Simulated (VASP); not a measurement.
# Hf (P6/mmm) in VASP: notebook

Runs on Hf. Level: PBEsol. Tasks: relaxation of cell and atoms.

Program: VASP 6.6.1. These are calculated values, not measurements. Logs are shortened: lines on timing, memory, paths and dates and some standing lists are left out, and cuts for length are marked.

## (1) The cell of the first run

The structure is hexagonal, space group P6/mmm (No. 191). Conventional cell: a = 4.962 Å, b = 4.962 Å, c = 3.086 Å, α = 90.00°, β = 90.00°, γ = 120.00°. Within 3.8 Å of Hf (site symmetry -6m2) lie 11 Hf at 2.87 to 3.25 Å. Within 4.1 Å of Hf (site symmetry 6/mmm) lie 14 Hf at 3.09 to 3.25 Å.

This isn't the form of Hf at room conditions, which is hcp.

## (2) Relaxation of cell and atoms, PBEsol

File INCAR:

```
SYSTEM = Hf
PREC = Accurate
ENCUT = 600
EDIFF = 1E-6
ISMEAR = 1
SIGMA = 0.1
LREAL = .FALSE.
LASPH = .TRUE.
NELM = 100
ALGO = Normal
ISIF = 3
LWAVE = .FALSE.
LCHARG = .FALSE.
GGA = PS
IBRION = 2
NSW = 80
EDIFFG = -0.05
```

File KPOINTS:

```
Automatic mesh
0
G
  8 8 11
  0 0 0
```

File POSCAR:

```
Hf
1.0
    4.9623300000      0.0000000000      0.0000000000
   -2.4811650000      4.2975030000      0.0000000000
    0.0000000000      0.0000000000      3.0862320000
Hf
3
Direct
    0.6666666667      0.3333333333      0.5000000000
    0.3333333333      0.6666666667      0.5000000000
    0.0000000000      0.0000000000      0.0000000000
```

Potentials or basis: VASP PAW PBE potentials, release 64 (Hf_pv).

Started as:

```
$ cat potpaw_PBE.64/Hf_pv/POTCAR > POTCAR
$ mpirun -np 1 vasp_std > vasp.out
```

OUTCAR:

```text
SYSTEM = Hf
   PREC = Accurate
   ENCUT = 600
   EDIFF = 1E-6
   ISMEAR = 1
   LREAL = .FALSE.
   LASPH = .TRUE.
   NELM = 100
   ISIF = 3
   GGA = PS
   IBRION = 2
   NSW = 80
   EDIFFG = -0.05

 ion  position               nearest neighbor table
   1  0.667  0.333  0.500-   2 2.87   2 2.87   2 2.87   3 3.25   3 3.25   3 3.25   3 3.25   3 3.25
                             3 3.25
   2  0.333  0.667  0.500-   1 2.87   1 2.87   1 2.87   3 3.25   3 3.25   3 3.25   3 3.25   3 3.25
                             3 3.25
   3  0.000  0.000  0.000-   2 3.25   2 3.25   1 3.25   1 3.25   1 3.25   2 3.25   1 3.25   2 3.25
                             1 3.25   1 3.25   2 3.25   2 3.25

  LATTYP: Found a hexagonal cell.
 ALAT       =     4.9623300000
 C/A-ratio  =     0.6219320360

  Lattice vectors:

 A1 = (   4.9623300000,   0.0000000000,   0.0000000000)
 A2 = (  -2.4811650000,   4.2975030000,   0.0000000000)
 A3 = (   0.0000000000,   0.0000000000,   3.0862320000)

Analysis of symmetry for initial positions (statically):
=====================================================================
 Subroutine PRICEL returns:
 Original cell was already a primitive cell.

 Routine SETGRP: Setting up the symmetry group for a
 hexagonal supercell.

 Subroutine GETGRP returns: Found 24 space group operations
 (whereof 24 operations were pure point group operations)
 out of a pool of 24 trial point group operations.

The static configuration has the point symmetry D_6h.

Analysis of symmetry for dynamics (positions and initial velocities):
=====================================================================
 Subroutine PRICEL returns:
 Original cell was already a primitive cell.

 Routine SETGRP: Setting up the symmetry group for a
 hexagonal supercell.

 Subroutine GETGRP returns: Found 24 space group operations
 (whereof 24 operations were pure point group operations)
 out of a pool of 24 trial point group operations.

The dynamic configuration has the point symmetry D_6h.

 Subroutine INISYM returns: Found 24 space group operations
 (whereof 24 operations are pure point group operations),
 and found     1 'primitive' translations

----------------------------------------------------------------------------------------

                                     Primitive cell

  volume of cell :      65.8158

  direct lattice vectors                    reciprocal lattice vectors
     4.962330000  0.000000000  0.000000000     0.201518238  0.116346632  0.000000000
    -2.481165000  4.297503000  0.000000000     0.000000000  0.232693264  0.000000000
     0.000000000  0.000000000  3.086232000     0.000000000  0.000000000  0.324019711

  length of vectors
     4.962330000  4.962329271  3.086232000     0.232693230  0.232693264  0.324019711

  position of ions in fractional coordinates (direct lattice)
     0.666666667  0.333333333  0.500000000
     0.333333333  0.666666667  0.500000000
     0.000000000  0.000000000  0.000000000

  ion indices of the primitive-cell ions
   primitive index   ion index
                 1           1
                 2           2
                 3           3

----------------------------------------------------------------------------------------

 KPOINTS: Automatic mesh

Automatic generation of k-mesh.
 Grid dimensions read from file:
 generate k-points for:    8    8   11

 Generating k-lattice:

  Cartesian coordinates                     Fractional coordinates (reciprocal lattice)
     0.025189780  0.014543329  0.000000000     0.125000000  0.000000000  0.000000000
     0.000000000  0.029086658  0.000000000     0.000000000  0.125000000  0.000000000
     0.000000000  0.000000000  0.029456337     0.000000000  0.000000000  0.090909091

  Length of vectors
     0.029086654  0.029086658  0.029456337

  Shift w.r.t. Gamma in fractional coordinates (k-lattice)
     0.000000000  0.000000000  0.000000000

 Subroutine IBZKPT returns following result:
 ===========================================

 Found     60 irreducible k-points:

 Following reciprocal coordinates:
            Coordinates               Weight
  0.000000  0.000000  0.000000      1.000000
  0.125000 -0.000000  0.000000      6.000000
  0.250000 -0.000000  0.000000      6.000000
  0.375000 -0.000000  0.000000      6.000000
  0.500000 -0.000000  0.000000      3.000000
  0.125000  0.125000  0.000000      6.000000
[... 16 lines left out ...]
  0.250000 -0.000000  0.181818     12.000000
  0.375000 -0.000000  0.181818     12.000000
 [... further k-points ...]
   k-points           NKPTS =     60   k-points in BZ     NKDIM =     60   number of bands    NBANDS=     19
   number of dos      NEDOS =    301   number of ions     NIONS =      3
   total plane-waves  NPLWV =  44800
   dimension x,y,z NGX =    40 NGY =   40 NGZ =   28
   dimension x,y,z NGXF=    80 NGYF=   80 NGZF=   56
   ions per type =               3
   NGX,Y,Z   is equivalent  to a cutoff of  13.40, 13.40, 15.08 a.u.
   NGXF,Y,Z  is equivalent  to a cutoff of  26.80, 26.80, 30.17 a.u.
 SYSTEM =  Hf
   PREC   = accura    normal or accurate (medium, high low for compatibility)
   ISTART =      0    job   : 0-new  1-cont  2-samecut
   ICHARG =      2    charge: 1-file 2-atom 10-const
   ISPIN  =      1    spin polarized calculation?
   LNONCOLLINEAR =      F non collinear calculations
   LSORBIT =      F    spin-orbit coupling
   LASPH  =      T    aspherical Exc in radial PAW
   ENCUT  =  600.0 eV  44.10 Ry    6.64 a.u.   9.91  9.91  6.16*2*pi/ulx,y,z
   NELM   =    100;   NELMIN=  2; NELMDL= -5     # of ELM steps
   EDIFF  = 0.1E-05   stopping-criterion for ELM
   LREAL  =      F    real-space projection
   EDIFFG = -.5E-01   stopping-criterion for IOM
   NSW    =     80    number of steps for IOM
   IBRION =      2    ionic relax: 0-MD 1-quasi-New 2-CG
   NFREE  =      1    steps in history (QN), initial steepest desc. (CG)
   ISIF   =      3    stress and relaxation
   ISYM   =      2    0-nonsym 1-usesym 2-fastsym
   POTIM  = 0.5000    time-step for ionic-motion
   TEBEG  =    0.0;   TEEND  =   0.0 temperature during run
   PSTRESS=    0.0 pullay stress
   NELECT =      30.0000    total number of electrons
   NUPDOWN=      -1.0000    fix difference up-down
   EMIN   =  10.00;   EMAX   =-10.00  energy-range for DOS
   EFERMI =   0.00;   METHOD = LEGACY
   ISMEAR =     1;   SIGMA  =   0.10  broadening in eV -4-tet -1-fermi 0-gaus
   EFERMI_NEDOS =   21; number of points for ismear=-14 and -15
   IALGO  =     38    algorithm
   IMIX   =      4    mixing-type and parameters
     AMIX     =   0.40;   BMIX     =  1.00
     AMIX_MAG =   1.60;   BMIX_MAG =  1.00
  volume/ion in A,a.u.               =      21.94       148.05
  Fermi-wavevector in a.u.,A,eV,Ry     =   1.259907  2.380879 21.597417  1.587365
  Thomas-Fermi vector in A             =   2.393443
   LORBIT       =      0    0 simple, 1 ext, 2 COOP (PROOUT), +10 PAW based schemes
   GGA     = PS    functional components
   LHFCALC =     F    Hartree Fock is set to
   AEXX    =    0.0000 exact exchange contribution
   IVDW    =     0    specifies the selected vdW correction
   LEPSILON=     F    determine dielectric tensor
   LRPA    =     F    only Hartree local field effects (RPA)
 conjugate gradient relaxation of ions
 non-spin polarized calculation
 Methfessel and Paxton  Order N= 1 SIGMA  =   0.10
  energy-cutoff  :      600.00
  volume of cell :       65.82
 maximum number of plane-waves:      2220
 NGX is ok and might be reduce to    40
   NGX = 19   NGY = 19   NGZ = 13

--------------------------------------- Ionic step        1  -------------------------------------------

 number of electron      30.0000002 magnetization

 Free energy of the ion-electron system (eV)
  ---------------------------------------------------
  ext. energy  EPLUGINS =         0.00000000
  ---------------------------------------------------
  free energy    TOTEN  =       -31.38988651 eV

  energy without entropy =      -31.39073201  energy(sigma->0) =      -31.39016834

------------------------ aborting loop because EDIFF is reached ----------------------------------------

  FORCE on cell =-STRESS in cart. coord.  units (eV):
  Direction    XX          YY          ZZ          XY          YZ          ZX
  --------------------------------------------------------------------------------------
  -------------------------------------------------------------------------------------
  Total       -1.3607412     -1.3607407     -1.2245067      0.0000000     -0.0000000      0.0000000
  in kB      -33.1249880    -33.1249750    -29.8085842      0.0000000     -0.0000000      0.0000000
  external PRESSURE =     -32.0195157 kB  Pullay stress =       0.0000000 kB
[... 59 lines left out ...]
  energy  without entropy=      -31.3796571252  energy(sigma->0) =      -31.37956268

--------------------------------------- Ionic step        3  -------------------------------------------

 number of electron      30.0000001 magnetization

 Free energy of the ion-electron system (eV)
  ---------------------------------------------------
  ext. energy  EPLUGINS =         0.00000000
  ---------------------------------------------------
  free energy    TOTEN  =       -31.40911121 eV

  energy without entropy =      -31.41012954  energy(sigma->0) =      -31.40945066

 E-fermi :   4.9099     XC(G=0): -11.6122

 val. band max:        4.8653185021   @ k =   0.2500   0.1250   0.0909
 cond. band min:       4.9305067405   @ k =   0.5000  -0.0000   0.2727
 fundamental gap:      0.0651882384
 Fermi energy:         4.9099224669

 k-point     1 :       0.0000    0.0000    0.0000
  band No.  band energies     occupation
      1     -25.6952      2.00000
      2     -25.6952      2.00000
      3     -25.6706      2.00000
      4     -25.6706      2.00000
      5     -25.2468      2.00000
      6     -24.9816      2.00000
[... 11 lines left out ...]
     18       7.0797      0.00000
     19       7.0797      0.00000
[... 489 lines left out ...]
      3     -25.4943      2.00000
      4     -25.4154      2.00000
      5     -25.3220      2.00000
      6     -25.1378      2.00000
[... 11 lines left out ...]
     18       6.0319     -0.00000
     19       6.5050     -0.00000

 [... further k-points ...]

------------------------ aborting loop because EDIFF is reached ----------------------------------------

  FORCE on cell =-STRESS in cart. coord.  units (eV):
  Direction    XX          YY          ZZ          XY          YZ          ZX
  --------------------------------------------------------------------------------------
  -------------------------------------------------------------------------------------
  Total       -0.0348292     -0.0348292      0.0458634      0.0000000      0.0000000     -0.0000000
  in kB       -0.8725280     -0.8725277      1.1489512      0.0000000      0.0000000     -0.0000000
  external PRESSURE =      -0.1987015 kB  Pullay stress =       0.0000000 kB
[... 18 lines left out ...]
  FREE ENERGIE OF THE ION-ELECTRON SYSTEM (eV)
  ---------------------------------------------------
  free  energy   TOTEN  =       -31.4091112140 eV

  energy  without entropy=      -31.4101295397  energy(sigma->0) =      -31.40945066

 reached required accuracy - stopping structural energy minimisation
```

It took 4.4 min on 1 thread of Intel Xeon 8259CL, shared host; peak memory 0.26 GiB.

What came out:

```
Free energy                           : -31.4091 eV
Relaxed volume                        : 21.32 Å³/atom
Relaxed cell                          : a = 4.913 Å, b = 4.913 Å, c = 3.059 Å, α = 90.00°, β = 90.00°, γ = 120.00°
Space group after relaxing (to 0.1 Å) : P6/mmm (No. 191)
Energy gained by relaxing             : 6.4 meV/atom
Ionic steps                           : 3
Pressure after relaxing               : 0.0 GPa
Band gap on the k mesh                : zero (bands 15 and 16 overlap by 0.98 eV)
```

Stress tensor (GPa, compression positive):
```
-0.09  0.00  0.00
 0.00 -0.09  0.00
 0.00  0.00  0.11
```

Step by step:
```csv
step,energy change (eV),largest force (eV/Å),pressure (GPa),volume (Å³)
1,0.0000,0.0000,-3.20,65.82
2,0.0104,0.0000,4.40,61.73
3,-0.0192,0.0000,-0.02,63.96
```

Final structure:
```cif
data_structure
_symmetry_space_group_name_H-M 'P 1'
_symmetry_Int_Tables_number 1
_cell_length_a 4.9135
_cell_length_b 4.9135
_cell_length_c 3.0589
_cell_angle_alpha 90.000
_cell_angle_beta 90.000
_cell_angle_gamma 120.000
_cell_volume 63.96
loop_
_atom_site_label
_atom_site_type_symbol
_atom_site_fract_x
_atom_site_fract_y
_atom_site_fract_z
_atom_site_occupancy
Hf1 Hf 0.66667 0.33333 0.50000 1
Hf2 Hf 0.33333 0.66667 0.50000 1
Hf3 Hf 0.00000 0.00000 0.00000 1
```

Caveat: the PAW data sets were made with another functional, which shifts forces and pressure a little; spin-orbit coupling is left out, which moves the levels of the heavy elements.

(Part 1 of 3 ends here.)
